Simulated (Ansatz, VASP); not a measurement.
## Rb in VASP and in Ansatz

```xyz
1
Lattice="-2.8359 2.8359 2.8359 2.8359 -2.8359 2.8359 2.8359 2.8359 -2.8359" Properties=species:S:1:pos:R:3 pbc="T T T"
Rb    0.0000    0.0000    0.0000
```

Alike in both runs: functional PBE; k mesh 10 × 10 × 10; occupations fermi-dirac, width 0.05 eV; no spin polarisation.

Ansatz relaxed the structure, and its values are those at the end. VASP's run is a single point on that final structure, the one shown.

|  | VASP | Ansatz |
| --- | --- | --- |
| version | VASP 6.6.1 | Ansatz 0.2.0 |
| potentials or method | VASP PAW PBE potentials, release 64 (Rb_sv) | PAW with Ansatz's default frozen-core files, scalar-relativistic |
| plane-wave cutoff (eV) | 520 | 420 |
| valence electrons in the cell | 9 | 9 |

```tsv
	VASP	Ansatz	Ansatz less VASP
pressure (GPa)	0.0	0.0	0.00
```

With one functional, cell and mesh, what is left measures potentials, basis and numerics.
